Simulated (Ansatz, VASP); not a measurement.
BaCd2As2 in VASP and in Ansatz

```
Ba Cd As
1.0
     4.56045    0.00000    0.00000
    -2.28023    3.94947    0.00000
     0.00000    0.00000    7.75629
Ba Cd As
1 2 2
Direct
  0.00000 0.00000 0.00000
  0.66667 0.33333 0.37100
  0.33333 0.66667 0.62900
  0.66667 0.33333 0.73516
  0.33333 0.66667 0.26484
```

Alike in both runs: task single point; functional LDA; k mesh 6 × 6 × 4; no spin polarisation.

|  | VASP | Ansatz |
| --- | --- | --- |
| version | VASP 6.6.1 | Ansatz 0.2.0 |
| potentials or method | VASP PAW LDA potentials, release 64 (Ba_sv, Cd, As) | plane waves, PAW |
| plane-wave cutoff (eV) | 520 | 420 |
| occupations | fermi-dirac, width 0.1 eV | fermi-dirac |
| valence electrons in the cell | 44 | 80 |

|  | VASP | Ansatz | Ansatz less VASP |
| --- | --- | --- | --- |
| pressure (GPa) | -3.4 | -3.9 | -0.53 |
| traceless stress, the component that is largest in VASP (GPa) | -0.14 | -0.13 | +0.005 |
| rms of the force components (eV/Å) | 0.034 | 0.028 | -0.0065 |

Ansatz warns that its potentials were made for another functional, while VASP's fit it. LDA's correlation is that of Perdew and Zunger in VASP and of Perdew and Wang (1992) in Ansatz. Atom by atom the forces differ by 0.007 eV/Å (rms over components). VASP's potentials hold 44 valence electrons a cell and Ansatz's 80, so a difference there can come from the potentials and not from the codes.

Spin-orbit coupling is off throughout.
